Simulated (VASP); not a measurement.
# CS3 (P6_3/mmc) in VASP: a series of runs

CS3 is run at these levels: PBE+D3(BJ); tasks: single point, relaxation of cell and atoms.

All numbers are computed with VASP 6.6.1; they aren't measurements. Logs are shortened: lines on timing, memory, paths and dates and some standing lists are left out, and cuts for length are marked.

## Step 1: The cell of the first run

Symmetry: P6_3/mmc, No. 194, hexagonal system. Conventional cell: a = 6.568 Å, b = 6.568 Å, c = 2.962 Å, α = 90.00°, β = 90.00°, γ = 120.00°. C (site symmetry -6m2) has 6 S at 2.19 Å within 2.9 Å. S (site symmetry mm2) has 2 C at 2.19 Å and 6 S at 2.63 to 2.80 Å within 2.9 Å.

## Step 2: Single point, PBE+D3(BJ)

Input file INCAR:

```
ALGO = Normal
EDIFF = 1E-6
ENCUT = 520
GGA = PE
ISIF = 2
ISMEAR = 0
IVDW = 12
LASPH = T
LCHARG = F
LREAL = F
LWAVE = F
NBANDS = 32
NELM = 80
PREC = Accurate
SIGMA = 0.1
```

Input file KPOINTS:

```
k-points
0
Gamma
  3 3 4
```

Input file POSCAR:

```
CS3
1.0
    6.5683115566      0.0000000000      0.0000000000
   -3.2841557783      5.6883246680      0.0000000000
    0.0000000000      0.0000000000      2.9616236770
C S
2 6
Direct
    0.6666666667      0.3333333333      0.2500000000
    0.3333333333      0.6666666667      0.7500000000
    0.1914524107      0.3829048213      0.2500000000
    0.6170951787      0.8085475893      0.2500000000
    0.1914524107      0.8085475893      0.2500000000
    0.8085475893      0.1914524107      0.7500000000
    0.3829048213      0.1914524107      0.7500000000
    0.8085475893      0.6170951787      0.7500000000
```

Potentials or basis: VASP PAW PBE potentials, release 64 (C, S).

The run is started by

```bash
$ cat potpaw_PBE.64/C/POTCAR potpaw_PBE.64/S/POTCAR > POTCAR
$ mpirun -np 1 vasp_std > vasp.out
```

OUTCAR:

```text
EDIFF = 1E-6
   ENCUT = 520
   GGA = PE
   ISIF = 2
   ISMEAR = 0
   IVDW = 12
   LASPH = T
   LREAL = F
   NELM = 80
   PREC = Accurate
 IVDW          = 12

 ion  position               nearest neighbor table
   1  0.667  0.333  0.250-   6 2.19   6 2.19   7 2.19   7 2.19   8 2.19   8 2.19
   2  0.333  0.667  0.750-   5 2.19   5 2.19   4 2.19   4 2.19   3 2.19   3 2.19
   3  0.191  0.383  0.250-   2 2.19   2 2.19   7 2.63   7 2.63   6 2.63   6 2.63
   4  0.617  0.809  0.250-   2 2.19   2 2.19   8 2.63   8 2.63   6 2.63   6 2.63
   5  0.191  0.809  0.250-   2 2.19   2 2.19   8 2.63   8 2.63   7 2.63   7 2.63
   6  0.809  0.191  0.750-   1 2.19   1 2.19   3 2.63   3 2.63   4 2.63   4 2.63
   7  0.383  0.191  0.750-   1 2.19   1 2.19   3 2.63   3 2.63   5 2.63   5 2.63
   8  0.809  0.617  0.750-   1 2.19   1 2.19   4 2.63   4 2.63   5 2.63   5 2.63

  LATTYP: Found a hexagonal cell.
 ALAT       =     6.5683115566
 C/A-ratio  =     0.4508957365

  Lattice vectors:

 A1 = (   6.5683115566,   0.0000000000,   0.0000000000)
 A2 = (  -3.2841557783,   5.6883246680,   0.0000000000)
 A3 = (   0.0000000000,   0.0000000000,   2.9616236770)

Analysis of symmetry for initial positions (statically):
=====================================================================
 Subroutine PRICEL returns:
 Original cell was already a primitive cell.

 Routine SETGRP: Setting up the symmetry group for a
 hexagonal supercell.

 Subroutine GETGRP returns: Found 24 space group operations
 (whereof 12 operations were pure point group operations)
 out of a pool of 24 trial point group operations.

The static configuration has the point symmetry D_3d.
 The point group associated with its full space group is D_6h.

Analysis of symmetry for dynamics (positions and initial velocities):
=====================================================================
 Subroutine PRICEL returns:
 Original cell was already a primitive cell.

 Routine SETGRP: Setting up the symmetry group for a
 hexagonal supercell.

 Subroutine GETGRP returns: Found 24 space group operations
 (whereof 12 operations were pure point group operations)
 out of a pool of 24 trial point group operations.

The dynamic configuration has the point symmetry D_3d.
 The point group associated with its full space group is D_6h.

 Subroutine INISYM returns: Found 24 space group operations
 (whereof 12 operations are pure point group operations),
 and found     1 'primitive' translations

----------------------------------------------------------------------------------------

                                     Primitive cell

  volume of cell :     110.6542

  direct lattice vectors                    reciprocal lattice vectors
     6.568311557  0.000000000  0.000000000     0.152246128  0.087899343  0.000000000
    -3.284155778  5.688324668  0.000000000     0.000000000  0.175798686  0.000000000
     0.000000000  0.000000000  2.961623677     0.000000000  0.000000000  0.337652622

  length of vectors
     6.568311557  6.568311557  2.961623677     0.175798686  0.175798686  0.337652622

  position of ions in fractional coordinates (direct lattice)
     0.666666667  0.333333333  0.250000000
     0.333333333  0.666666667  0.750000000
     0.191452411  0.382904821  0.250000000
     0.617095179  0.808547589  0.250000000
     0.191452411  0.808547589  0.250000000
     0.808547589  0.191452411  0.750000000
     0.382904821  0.191452411  0.750000000
     0.808547589  0.617095179  0.750000000

  ion indices of the primitive-cell ions
   primitive index   ion index
                 1           1
                 2           2
                 3           3
                 4           4
                 5           5
                 6           6
                 7           7
                 8           8

----------------------------------------------------------------------------------------

 KPOINTS: k-points

Automatic generation of k-mesh.
 Grid dimensions read from file:
 generate k-points for:    3    3    4

 Generating k-lattice:

  Cartesian coordinates                     Fractional coordinates (reciprocal lattice)
     0.050748709  0.029299781  0.000000000     0.333333333  0.000000000  0.000000000
     0.000000000  0.058599562  0.000000000     0.000000000  0.333333333  0.000000000
     0.000000000  0.000000000  0.084413156     0.000000000  0.000000000  0.250000000

  Length of vectors
     0.058599562  0.058599562  0.084413156

  Shift w.r.t. Gamma in fractional coordinates (k-lattice)
     0.000000000  0.000000000  0.000000000

 Subroutine IBZKPT returns following result:
 ===========================================

 Found      9 irreducible k-points:

 Following reciprocal coordinates:
            Coordinates               Weight
  0.000000  0.000000  0.000000      1.000000
  0.333333 -0.000000  0.000000      6.000000
  0.333333  0.333333  0.000000      2.000000
  0.000000  0.000000  0.250000      2.000000
  0.333333 -0.000000  0.250000     12.000000
  0.333333  0.333333  0.250000      4.000000
  0.000000  0.000000  0.500000      1.000000
  0.333333 -0.000000  0.500000      6.000000
  0.333333  0.333333  0.500000      2.000000
   k-points           NKPTS =      9   k-points in BZ     NKDIM =      9   number of bands    NBANDS=     32
   number of dos      NEDOS =    301   number of ions     NIONS =      8
   total plane-waves  NPLWV =  60000
   dimension x,y,z NGX =    50 NGY =   50 NGZ =   24
   dimension x,y,z NGXF=   100 NGYF=  100 NGZF=   48
   ions per type =               2   6
   NGX,Y,Z   is equivalent  to a cutoff of  12.66, 12.66, 13.47 a.u.
   NGXF,Y,Z  is equivalent  to a cutoff of  25.31, 25.31, 26.94 a.u.
 SYSTEM =  unknown system
   PREC   = accura    normal or accurate (medium, high low for compatibility)
   ISTART =      0    job   : 0-new  1-cont  2-samecut
   ICHARG =      2    charge: 1-file 2-atom 10-const
   ISPIN  =      1    spin polarized calculation?
   LNONCOLLINEAR =      F non collinear calculations
   LSORBIT =      F    spin-orbit coupling
   LASPH  =      T    aspherical Exc in radial PAW
   ENCUT  =  520.0 eV  38.22 Ry    6.18 a.u.  12.21 12.21  5.51*2*pi/ulx,y,z
   NELM   =     80;   NELMIN=  2; NELMDL= -5     # of ELM steps
   EDIFF  = 0.1E-05   stopping-criterion for ELM
   LREAL  =      F    real-space projection
   EDIFFG = 0.1E-04   stopping-criterion for IOM
   NSW    =      0    number of steps for IOM
   IBRION =     -1    ionic relax: 0-MD 1-quasi-New 2-CG
   NFREE  =      0    steps in history (QN), initial steepest desc. (CG)
   ISIF   =      2    stress and relaxation
   ISYM   =      2    0-nonsym 1-usesym 2-fastsym
   POTIM  = 0.5000    time-step for ionic-motion
   TEBEG  =    0.0;   TEEND  =   0.0 temperature during run
   PSTRESS=    0.0 pullay stress
   NELECT =      44.0000    total number of electrons
   NUPDOWN=      -1.0000    fix difference up-down
   EMIN   =  10.00;   EMAX   =-10.00  energy-range for DOS
   EFERMI =   0.00;   METHOD = LEGACY
   ISMEAR =     0;   SIGMA  =   0.10  broadening in eV -4-tet -1-fermi 0-gaus
   EFERMI_NEDOS =   21; number of points for ismear=-14 and -15
   IALGO  =     38    algorithm
   IMIX   =      4    mixing-type and parameters
     AMIX     =   0.40;   BMIX     =  1.00
     AMIX_MAG =   1.60;   BMIX_MAG =  1.00
  volume/ion in A,a.u.               =      13.83        93.34
  Fermi-wavevector in a.u.,A,eV,Ry     =   1.203843  2.274933 19.718068  1.449237
  Thomas-Fermi vector in A             =   2.339585
   LORBIT       =      0    0 simple, 1 ext, 2 COOP (PROOUT), +10 PAW based schemes
   GGA     = PE    functional components
   LHFCALC =     F    Hartree Fock is set to
   AEXX    =    0.0000 exact exchange contribution
   IVDW    =    12    specifies the selected vdW correction
   LEPSILON=     F    determine dielectric tensor
   LRPA    =     F    only Hartree local field effects (RPA)
 non-spin polarized calculation
 Gauss-broadening in eV      SIGMA  =   0.10
  energy-cutoff  :      520.00
  volume of cell :      110.65
 maximum number of plane-waves:      3011
 NGX is ok and might be reduce to    50
   NGX = 25   NGY = 25   NGZ = 11

 number of electron      44.0000002 magnetization

 Free energy of the ion-electron system (eV)
  ---------------------------------------------------
  ext. energy  EPLUGINS =         0.00000000
  ---------------------------------------------------
  free energy    TOTEN  =       -30.37319047 eV

  energy without entropy =      -30.36207841  energy(sigma->0) =      -30.36763444

 E-fermi :   8.0399     XC(G=0): -11.1016

 val. band max:        7.8370165880   @ k =   0.0000   0.0000   0.5000
 cond. band min:       8.0917097662   @ k =   0.3333  -0.0000   0.0000
 fundamental gap:      0.2546931782
 Fermi energy:         8.0399366846

 k-point     1 :       0.0000    0.0000    0.0000
  band No.  band energies     occupation
      1     -10.2094      2.00000
      2      -7.9652      2.00000
      3      -7.0658      2.00000
      4      -7.0658      2.00000
      5      -5.7543      2.00000
      6      -5.7543      2.00000
[... 24 lines left out ...]
     31      11.8684      0.00000
     32      11.8684      0.00000

 k-point     2 :       0.3333   -0.0000    0.0000
  band No.  band energies     occupation
      1      -9.8552      2.00000
      2      -8.7209      2.00000
      3      -7.4332      2.00000
      4      -7.3136      2.00000
      5      -5.2417      2.00000
      6      -4.7337      2.00000
[... 24 lines left out ...]
     31      11.9566      0.00000
     32      12.2631      0.00000
[... 208 lines left out ...]
     31      12.1432      0.00000
     32      12.1432      0.00000

 k-point     9 :       0.3333    0.3333    0.5000
  band No.  band energies     occupation
      1      -6.6686      2.00000
      2      -6.6686      2.00000
      3      -5.0023      2.00000
      4      -5.0023      2.00000
      5      -4.9063      2.00000
      6      -4.9063      2.00000
[... 24 lines left out ...]
     31      12.7456      0.00000
     32      12.7456      0.00000

------------------------ aborting loop because EDIFF is reached ----------------------------------------

 Edisp (eV)   -2.56704

 E8    (eV) :    -0.8994

  FORCE on cell =-STRESS in cart. coord.  units (eV):
  Direction    XX          YY          ZZ          XY          YZ          ZX
  --------------------------------------------------------------------------------------
  -------------------------------------------------------------------------------------
  Total      -0.21189    -0.21189    -0.20928     0.00000     0.00000     0.00000
  in kB      -3.06800    -3.06800    -3.03017     0.00000     0.00000     0.00000
  external pressure =       -3.06 kB  Pullay stress =        0.00 kB

 VOLUME and BASIS-vectors are now :
 -----------------------------------------------------------------------------
  energy-cutoff  :      520.00
  volume of cell :      110.65
      direct lattice vectors                 reciprocal lattice vectors
     6.568311557  0.000000000  0.000000000     0.152246128  0.087899343  0.000000000
    -3.284155778  5.688324668  0.000000000     0.000000000  0.175798686  0.000000000
     0.000000000  0.000000000  2.961623677     0.000000000  0.000000000  0.337652622

 POSITION                                       TOTAL-FORCE (eV/Angst)
 -----------------------------------------------------------------------------------
      3.28416      1.89611      0.74041         0.000000      0.000000      0.000000
     -0.00000      3.79222      2.22122         0.000000      0.000000      0.000000
      0.00000      2.17809      0.74041         0.000000     -0.016148     -0.000000
      1.39788      4.59928      0.74041         0.013985      0.008074     -0.000000
     -1.39788      4.59928      0.74041        -0.013985      0.008074     -0.000000
      4.68203      1.08904      2.22122         0.013985     -0.008074      0.000000
      1.88628      1.08904      2.22122        -0.013985     -0.008074      0.000000
      3.28416      3.51024      2.22122         0.000000      0.016148      0.000000
 -----------------------------------------------------------------------------------
    total drift:                               -0.000000      0.000000      0.000000

  FREE ENERGIE OF THE ION-ELECTRON SYSTEM (eV)
  ---------------------------------------------------
  free  energy   TOTEN  =       -32.9402351557 eV

  energy  without entropy=      -32.9291230921  energy(sigma->0) =      -32.93467912
```

It took 43 s on 1 thread of Intel Xeon Platinum 8259CL at 2.50GHz (Skylake/Cascade Lake), shared host; peak memory 0.24 GiB.

What came out:

| Item | Value |
| --- | --- |
| Free energy | -32.9402 eV |
| Pressure | -0.3 GPa |
| Largest force | 0.016 eV/Å |
| Band gap on the k mesh | zero (band 22 reaches 8.50 eV, above the bottom of band 23 at 6.41 eV) |
| Dispersion energy per atom | -0.321 eV |

Forces on the atoms (eV/Å):
```
C    0.000  0.000  0.000
C    0.000  0.000  0.000
S    0.000 -0.016  0.000
S    0.014  0.008  0.000
S   -0.014  0.008  0.000
S    0.014 -0.008  0.000
S   -0.014 -0.008  0.000
S    0.000  0.016  0.000
```

Levels at points of the mesh, in eV from the Fermi level:
| k point | band 18 | band 19 | band 20 | band 21 | band 22 | band 23 | band 24 | band 25 | band 26 | band 27 |
| --- | --- | --- | --- | --- | --- | --- | --- | --- | --- | --- |
| (0.00, 0.00, 0.00) | -2.06 | -1.12 | -1.12 | 0.26 | 0.26 | 0.28 | 0.28 | 0.76 | 1.64 | 2.34 |
| (0.00, 0.00, 0.50) | -2.47 | -1.85 | -1.85 | -0.76 | -0.76 | -0.76 | -0.76 | -0.20 | -0.20 | 1.42 |

Caveat: the k points lie up to 0.53 Å⁻¹ apart; pairwise dispersion overbinds metals, which lowers pressure and volume.

## Step 3: Single point, PBE+D3(BJ)

This run uses another cell than the first one, of 14.01 Å³/atom, 1.013 times its volume.

Input file INCAR:

```
SYSTEM = CS3
PREC = Accurate
ENCUT = 520
EDIFF = 1E-6
ISMEAR = 0
SIGMA = 0.1
LREAL = .False.
LASPH = .True.
NELM = 60
ALGO = Normal
ISIF = 2
LWAVE = .False.
LCHARG = .True.
GGA = PE
IVDW = 12
LELF = .True.
LVHAR = .True.
NBANDS = 32
```

Input file KPOINTS:

```
Automatic mesh
0
Gamma
  3 3 6
  0 0 0
```

Input file POSCAR:

```
CS3
1.0
    6.6356071194      0.0000000000      0.0000000000
   -3.3178035597      5.7466043349      0.0000000000
    0.0000000000      0.0000000000      2.9392116782
C S
2 6
Direct
    0.6666666667      0.3333333333      0.2500000000
    0.3333333333      0.6666666667      0.7500000000
    0.1950877199      0.3901754397      0.2500000000
    0.6098245603      0.8049122801      0.2500000000
    0.1950877199      0.8049122801      0.2500000000
    0.8049122801      0.1950877199      0.7500000000
    0.3901754397      0.1950877199      0.7500000000
    0.8049122801      0.6098245603      0.7500000000
```

Potentials or basis: VASP PAW PBE potentials, release 64 (C, S).

The run is started by

```bash
$ cat potpaw_PBE.64/C/POTCAR potpaw_PBE.64/S/POTCAR > POTCAR
$ mpirun -np 1 vasp_std > vasp.out
```

Wall time 73 s (1 thread of Intel Xeon Platinum 8259CL at 2.50GHz (Skylake/Cascade Lake), shared host); peak memory 0.24 GiB.

The run converged. Its results:

| Property | Result |
| --- | --- |
| Free energy | -32.7042 eV |
| Pressure | -0.3 GPa |
| Largest force | 0.030 eV/Å |
| Band gap on the k mesh | zero (band 22 reaches 8.27 eV, above the bottom of band 23 at 6.41 eV) |
| Dispersion energy per atom | -0.317 eV |

Forces on the atoms (eV/Å):
```
C    0.000  0.000  0.000
C    0.000  0.000  0.000
S    0.000  0.030  0.000
S   -0.026 -0.015  0.000
S    0.026 -0.015  0.000
S   -0.026  0.015  0.000
S    0.026  0.015  0.000
S    0.000 -0.030  0.000
```

Stress tensor (GPa, compression positive):
```
-0.17  0.00  0.00
 0.00 -0.17  0.00
 0.00  0.00 -0.44
```

Levels at points of the mesh, in eV from the Fermi level:
| k point | band 19 | band 20 | band 21 | band 22 | band 23 | band 24 | band 25 | band 26 |
| --- | --- | --- | --- | --- | --- | --- | --- | --- |
| (0.00, 0.00, 0.00) | -0.84 | -0.84 | 0.21 | 0.21 | 0.34 | 0.34 | 0.59 | 1.93 |
| (0.00, 0.00, 0.50) | -1.65 | -1.65 | -0.70 | -0.70 | -0.70 | -0.70 | -0.33 | -0.33 |

Caveat: the k points lie up to 0.36 Å⁻¹ apart; pairwise dispersion overbinds metals, which lowers pressure and volume.

(Continued in part 2 of 2.)
